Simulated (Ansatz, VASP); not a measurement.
## One calculation of CaZn7, two programs

```xyz
8
Lattice="6.8054 0.0000 0.0000 -3.4027 5.8936 0.0000 0.0000 0.0000 5.7492" Properties=species:S:1:pos:R:3 pbc="T T T"
Ca    0.0000    0.0000    0.0000
Zn   -1.2319    4.6403    2.8746
Zn    0.0000    2.5066    2.8746
Zn    1.2319    4.6403    2.8746
Zn    4.6346    1.2533    2.8746
Zn    3.4027    3.3870    2.8746
Zn    2.1708    1.2533    2.8746
Zn    0.0000    0.0000    2.8746
```

Alike in both runs: functional PBE; k mesh 6 × 6 × 4; occupations gaussian, width 0.1 eV; no spin polarisation.

Ansatz relaxed the structure, and its values are those at the end. VASP's run is a single point on that final structure, the one shown.

```csv
,VASP,Ansatz
version,VASP 6.6.1,Ansatz 0.2.0
potentials or method,"VASP PAW PBE potentials, release 64 (Ca_sv, Zn), cutoff 520 eV","scalar-relativistic, plane waves, PAW"
valence electrons in the cell,94,94
```

|  | VASP | Ansatz | Ansatz less VASP |
| --- | --- | --- | --- |
| gap on the k mesh at the Fermi level (eV) | none | none | - |
| pressure (GPa) | 0.2 | 0.1 | -0.10 |

A gap of «none» marks a metal or a gap that the smearing closes.
